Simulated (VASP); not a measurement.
# Sb2P (Fd-3m) in VASP: a series of runs

The runs below take Sb2P through single point, with r2SCAN.

Program: VASP 6.6.1. These are calculated values, not measurements. Logs are shortened: lines on timing, memory, paths and dates and some standing lists are left out, and cuts for length are marked.

**1. The cell of the first run**

It takes space group Fd-3m (No. 227, cubic). The conventional cell has a = 8.382 Å, b = 8.382 Å, c = 8.382 Å, α = 90.00°, β = 90.00°, γ = 90.00°. Sb (site symmetry -3m) has 6 Sb at 2.96 Å and 6 P at 3.47 Å within 3.9 Å. Within 4.6 Å of P (site symmetry -43m) lie 12 Sb at 3.47 Å and 4 P at 3.63 Å.

**2. Single point, r2SCAN**

Contents of POSCAR:

```
Sb2P
1.0
    0.0000000000      4.1907641447      4.1907641447
    4.1907641447      0.0000000000      4.1907641447
    4.1907641447      4.1907641447      0.0000000000
Sb P
4 2
Direct
    0.6250000000      0.6250000000      0.6250000000
    0.1250000000      0.6250000000      0.6250000000
    0.6250000000      0.6250000000      0.1250000000
    0.6250000000      0.1250000000      0.6250000000
    0.0000000000      0.0000000000      0.0000000000
    0.2500000000      0.2500000000      0.2500000000
```

Contents of INCAR.step1:

```
SYSTEM = Sb2P
  PREC = Accurate
  ENCUT = 520
  ISMEAR = 0
  SIGMA = 0.1
  LREAL = .False.
  LASPH = .True.
  NELM = 60
  NBANDS = 24
  GGA = PE
  ALGO = Normal
  EDIFF = 1E-4
  LWAVE = .True.
  LCHARG = .False.
```

Contents of INCAR.step2:

```
SYSTEM = Sb2P
  PREC = Accurate
  ENCUT = 520
  EDIFF = 1E-6
  ISMEAR = 0
  SIGMA = 0.1
  LREAL = .False.
  LASPH = .True.
  NELM = 60
  ALGO = Normal
  ISIF = 2
  LWAVE = .False.
  LCHARG = .False.
  METAGGA = R2SCAN
  LMIXTAU = .True.
  NBANDS = 24
  ISTART = 1
```

Contents of KPOINTS:

```
regular mesh
0
Gamma
  4 4 4
  0 0 0
```

Potentials or basis: VASP PAW PBE potentials, release 64 (Sb, P).

Started as:

```
$ cat potpaw_PBE.64/Sb/POTCAR potpaw_PBE.64/P/POTCAR > POTCAR
$ cp INCAR.step1 INCAR
$ mpirun -np 1 vasp_std > vasp.out
$ cp INCAR.step2 INCAR
$ mpirun -np 1 vasp_std > vasp.out
```

OUTCAR:

```text
SYSTEM = Sb2P
   PREC = Accurate
   ENCUT = 520
   EDIFF = 1E-6
   ISMEAR = 0
   LREAL = .False.
   LASPH = .True.
   NELM = 60
   ISIF = 2
   METAGGA = R2SCAN
   ISTART = 1

 ion  position               nearest neighbor table
   1  0.625  0.625  0.625-   2 2.96   3 2.96   4 2.96   3 2.96   4 2.96   2 2.96
   2  0.125  0.625  0.625-   1 2.96   3 2.96   4 2.96   1 2.96   3 2.96   4 2.96
   3  0.625  0.625  0.125-   1 2.96   1 2.96   2 2.96   4 2.96   4 2.96   2 2.96
   4  0.625  0.125  0.625-   1 2.96   3 2.96   1 2.96   2 2.96   3 2.96   2 2.96
   5  0.000  0.000  0.000-
   6  0.250  0.250  0.250-

  LATTYP: Found a face centered cubic cell.
 ALAT       =     8.3815282894

  Lattice vectors:

 A1 = (   0.0000000000,   4.1907641447,   4.1907641447)
 A2 = (   4.1907641447,   0.0000000000,   4.1907641447)
 A3 = (   4.1907641447,   4.1907641447,   0.0000000000)

Analysis of symmetry for initial positions (statically):
=====================================================================
 Subroutine PRICEL returns:
 Original cell was already a primitive cell.

 Routine SETGRP: Setting up the symmetry group for a
 face centered cubic supercell.

 Subroutine GETGRP returns: Found 48 space group operations
 (whereof 24 operations were pure point group operations)
 out of a pool of 48 trial point group operations.

The static configuration has the point symmetry T_d .
 The point group associated with its full space group is O_h .

Analysis of symmetry for dynamics (positions and initial velocities):
=====================================================================
 Subroutine PRICEL returns:
 Original cell was already a primitive cell.

 Routine SETGRP: Setting up the symmetry group for a
 face centered cubic supercell.

 Subroutine GETGRP returns: Found 48 space group operations
 (whereof 24 operations were pure point group operations)
 out of a pool of 48 trial point group operations.

The dynamic configuration has the point symmetry T_d .
 The point group associated with its full space group is O_h .

 Subroutine INISYM returns: Found 48 space group operations
 (whereof 24 operations are pure point group operations),
 and found     1 'primitive' translations

----------------------------------------------------------------------------------------

                                     Primitive cell

  volume of cell :     147.2006

  direct lattice vectors                    reciprocal lattice vectors
     0.000000000  4.190764145  4.190764145    -0.119309983  0.119309983  0.119309983
     4.190764145  0.000000000  4.190764145     0.119309983 -0.119309983  0.119309983
     4.190764145  4.190764145  0.000000000     0.119309983  0.119309983 -0.119309983

  length of vectors
     5.926635490  5.926635490  5.926635490     0.206650953  0.206650953  0.206650953

  position of ions in fractional coordinates (direct lattice)
     0.625000000  0.625000000  0.625000000
     0.125000000  0.625000000  0.625000000
     0.625000000  0.625000000  0.125000000
     0.625000000  0.125000000  0.625000000
     0.000000000  0.000000000  0.000000000
     0.250000000  0.250000000  0.250000000

  ion indices of the primitive-cell ions
   primitive index   ion index
                 1           1
                 2           2
                 3           3
                 4           4
                 5           5
                 6           6

----------------------------------------------------------------------------------------

 KPOINTS: regular mesh

Automatic generation of k-mesh.
 Grid dimensions read from file:
 generate k-points for:    4    4    4

 Generating k-lattice:

  Cartesian coordinates                     Fractional coordinates (reciprocal lattice)
    -0.029827496  0.029827496  0.029827496     0.250000000  0.000000000  0.000000000
     0.029827496 -0.029827496  0.029827496     0.000000000  0.250000000  0.000000000
     0.029827496  0.029827496 -0.029827496     0.000000000  0.000000000  0.250000000

  Length of vectors
     0.051662738  0.051662738  0.051662738

  Shift w.r.t. Gamma in fractional coordinates (k-lattice)
     0.000000000  0.000000000  0.000000000

 Subroutine IBZKPT returns following result:
 ===========================================

 Found      8 irreducible k-points:

 Following reciprocal coordinates:
            Coordinates               Weight
  0.000000  0.000000  0.000000      1.000000
  0.250000  0.000000  0.000000      8.000000
  0.500000  0.000000  0.000000      4.000000
  0.250000  0.250000  0.000000      6.000000
  0.500000  0.250000  0.000000     24.000000
 -0.250000  0.250000  0.000000     12.000000
  0.500000  0.500000  0.000000      3.000000
 -0.250000  0.500000  0.250000      6.000000
   k-points           NKPTS =      8   k-points in BZ     NKDIM =      8   number of bands    NBANDS=     24
   number of dos      NEDOS =    301   number of ions     NIONS =      6
   total plane-waves  NPLWV = 110592
   dimension x,y,z NGX =    48 NGY =   48 NGZ =   48
   dimension x,y,z NGXF=    96 NGYF=   96 NGZF=   96
   ions per type =               4   2
   NGX,Y,Z   is equivalent  to a cutoff of  13.46, 13.46, 13.46 a.u.
   NGXF,Y,Z  is equivalent  to a cutoff of  26.93, 26.93, 26.93 a.u.
 SYSTEM =  Sb2P
   PREC   = accura    normal or accurate (medium, high low for compatibility)
   ISTART =      1    job   : 0-new  1-cont  2-samecut
   ICHARG =      0    charge: 1-file 2-atom 10-const
   ISPIN  =      1    spin polarized calculation?
   LNONCOLLINEAR =      F non collinear calculations
   LSORBIT =      F    spin-orbit coupling
   LASPH  =      T    aspherical Exc in radial PAW
   ENCUT  =  520.0 eV  38.22 Ry    6.18 a.u.  11.02 11.02 11.02*2*pi/ulx,y,z
   NELM   =     60;   NELMIN=  2; NELMDL=  0     # of ELM steps
   EDIFF  = 0.1E-05   stopping-criterion for ELM
   LREAL  =      F    real-space projection
   EDIFFG = 0.1E-04   stopping-criterion for IOM
   NSW    =      0    number of steps for IOM
   IBRION =     -1    ionic relax: 0-MD 1-quasi-New 2-CG
   NFREE  =      0    steps in history (QN), initial steepest desc. (CG)
   ISIF   =      2    stress and relaxation
   ISYM   =      2    0-nonsym 1-usesym 2-fastsym
   POTIM  = 0.5000    time-step for ionic-motion
   TEBEG  =    0.0;   TEEND  =   0.0 temperature during run
   PSTRESS=    0.0 pullay stress
   NELECT =      30.0000    total number of electrons
   NUPDOWN=      -1.0000    fix difference up-down
   EMIN   =  10.00;   EMAX   =-10.00  energy-range for DOS
   EFERMI =   0.00;   METHOD = LEGACY
   ISMEAR =     0;   SIGMA  =   0.10  broadening in eV -4-tet -1-fermi 0-gaus
   EFERMI_NEDOS =   21; number of points for ismear=-14 and -15
   IALGO  =     38    algorithm
   IMIX   =      4    mixing-type and parameters
     AMIX     =   0.40;   BMIX     =  1.00
     AMIX_MAG =   1.60;   BMIX_MAG =  1.00
  volume/ion in A,a.u.               =      24.53       165.56
  Fermi-wavevector in a.u.,A,eV,Ry     =   0.963412  1.820585 12.628419  0.928163
  Thomas-Fermi vector in A             =   2.092955
   LORBIT       =      0    0 simple, 1 ext, 2 COOP (PROOUT), +10 PAW based schemes
   METAGGA = R2SCAN    functional components
   LHFCALC =     F    Hartree Fock is set to
   AEXX    =    0.0000 exact exchange contribution
   IVDW    =     0    specifies the selected vdW correction
   LEPSILON=     F    determine dielectric tensor
   LRPA    =     F    only Hartree local field effects (RPA)
 non-spin polarized calculation
 Gauss-broadening in eV      SIGMA  =   0.10
  energy-cutoff  :      520.00
  volume of cell :      147.20
 maximum number of plane-waves:      3996
 NGX is ok and might be reduce to    48
   NGX = 21   NGY = 21   NGZ = 21

 number of electron      29.9999999 magnetization

 Free energy of the ion-electron system (eV)
  ---------------------------------------------------
  ext. energy  EPLUGINS =         0.00000000
  ---------------------------------------------------
  free energy    TOTEN  =      -114.13629973 eV

  energy without entropy =     -114.11577043  energy(sigma->0) =     -114.12603508

 E-fermi :   7.6168     XC(G=0): -10.6625

 val. band max:        7.5612062960   @ k =   0.5000   0.2500   0.0000
 cond. band min:       7.7367236639   @ k =  -0.2500   0.2500   0.0000
 fundamental gap:      0.1755173679
 Fermi energy:         7.6168289850

 k-point     1 :       0.0000    0.0000    0.0000
  band No.  band energies     occupation
      1      -6.6514      2.00000
      2      -1.9349      2.00000
      3      -1.6434      2.00000
      4      -0.4640      2.00000
      5      -0.4640      2.00000
      6      -0.4640      2.00000
[... 16 lines left out ...]
     23      14.6407      0.00000
     24      14.6407      0.00000

 k-point     2 :       0.2500    0.0000    0.0000
  band No.  band energies     occupation
      1      -6.2920      2.00000
      2      -2.9422      2.00000
      3      -1.9982      2.00000
      4      -1.4414      2.00000
      5      -0.6933      2.00000
      6      -0.6933      2.00000
[... 16 lines left out ...]
     23      13.9183      0.00000
     24      13.9183      0.00000

 k-point     3 :       0.5000    0.0000    0.0000
  band No.  band energies     occupation
      1      -5.6168      2.00000
      2      -4.3035      2.00000
      3      -1.9717      2.00000
      4      -1.7876      2.00000
      5      -0.8707      2.00000
      6      -0.8707      2.00000
[... 16 lines left out ...]
     23      13.1050      0.00000
     24      13.2574      0.00000

 k-point     4 :       0.2500    0.2500    0.0000
  band No.  band energies     occupation
      1      -6.1638      2.00000
      2      -2.8169      2.00000
      3      -2.2674      2.00000
      4      -1.7894      2.00000
      5      -1.0428      2.00000
      6      -1.0428      2.00000
[... 16 lines left out ...]
     23      13.6128      0.00000
     24      13.6128      0.00000

 k-point     5 :       0.5000    0.2500    0.0000
  band No.  band energies     occupation
      1      -5.4309      2.00000
      2      -4.0841      2.00000
      3      -2.8213      2.00000
      4      -2.1273      2.00000
      5      -1.1883      2.00000
      6      -0.5600      2.00000
[... 16 lines left out ...]
     23      11.4698      0.00000
     24      13.2077      0.00000

 k-point     6 :      -0.2500    0.2500    0.0000
  band No.  band energies     occupation
      1      -5.7333      2.00000
      2      -3.6548      2.00000
      3      -2.9285      2.00000
      4      -1.8540      2.00000
      5      -0.8939      2.00000
      6      -0.4644      2.00000
[... 16 lines left out ...]
     23      11.7316      0.00000
     24      13.2666      0.00000

 k-point     7 :       0.5000    0.5000    0.0000
  band No.  band energies     occupation
      1      -4.7747      2.00000
      2      -4.7747      2.00000
      3      -2.3970      2.00000
      4      -2.3970      2.00000
      5      -1.4321      2.00000
      6      -1.4321      2.00000
[... 16 lines left out ...]
     23      13.3112      0.00000
     24      13.3112      0.00000

 k-point     8 :      -0.2500    0.5000    0.2500
  band No.  band energies     occupation
      1      -4.7059      2.00000
      2      -4.7059      2.00000
      3      -2.8981      2.00000
      4      -2.8981      2.00000
      5      -0.6584      2.00000
      6      -0.6584      2.00000
[... 16 lines left out ...]
     23      10.9291      0.00000
     24      10.9291      0.00000

------------------------ aborting loop because EDIFF is reached ----------------------------------------

  FORCE on cell =-STRESS in cart. coord.  units (eV):
  Direction    XX          YY          ZZ          XY          YZ          ZX
  --------------------------------------------------------------------------------------
  -------------------------------------------------------------------------------------
  Total        3.2098317      3.2098317      3.2098317      0.0000000     -0.0000000     -0.0000000
  in kB       34.9368055     34.9368055     34.9368055      0.0000000     -0.0000000     -0.0000000
  external PRESSURE =      34.9368055 kB  Pullay stress =       0.0000000 kB

 VOLUME and BASIS-vectors are now :
 -----------------------------------------------------------------------------
  energy-cutoff  :      520.00
  volume of cell :      147.20
      direct lattice vectors                 reciprocal lattice vectors
     0.000000000  4.190764145  4.190764145    -0.119309983  0.119309983  0.119309983
     4.190764145  0.000000000  4.190764145     0.119309983 -0.119309983  0.119309983
     4.190764145  4.190764145  0.000000000     0.119309983  0.119309983 -0.119309983

 POSITION                                       TOTAL-FORCE (eV/Angst)
 -----------------------------------------------------------------------------------
      5.23846      5.23846      5.23846        -0.000000     -0.000000     -0.000000
      5.23846      3.14307      3.14307        -0.000000     -0.000000     -0.000000
      3.14307      3.14307      5.23846        -0.000000     -0.000000     -0.000000
      3.14307      5.23846      3.14307        -0.000000     -0.000000     -0.000000
      0.00000      0.00000      0.00000        -0.000000     -0.000000      0.000000
      2.09538      2.09538      2.09538         0.000000      0.000000      0.000000
 -----------------------------------------------------------------------------------
    total drift:                               -0.000000     -0.000000     -0.000000

  FREE ENERGIE OF THE ION-ELECTRON SYSTEM (eV)
  ---------------------------------------------------
  free  energy   TOTEN  =      -114.1362997350 eV

  energy  without entropy=     -114.1157704344  energy(sigma->0) =     -114.12603508
```

It took 4.1 min on 1 thread of Intel Xeon 8259CL, shared host; peak memory 0.36 GiB.

What came out:

```yaml
Free_energy: -114.1363 eV
Pressure: 3.5 GPa
Band_gap_on_the_k_mesh: zero (bands 15 and 16 overlap by 0.59 eV)
```

Caveat: the cell stands under pressure; the PAW data sets were made with another functional, which shifts forces and pressure a little; spin-orbit coupling is left out, which moves the levels of the heavy elements.

[end of part 1 of 2]

The gap in the log of VASP goes by the Fermi energy; the results here count the filled bands.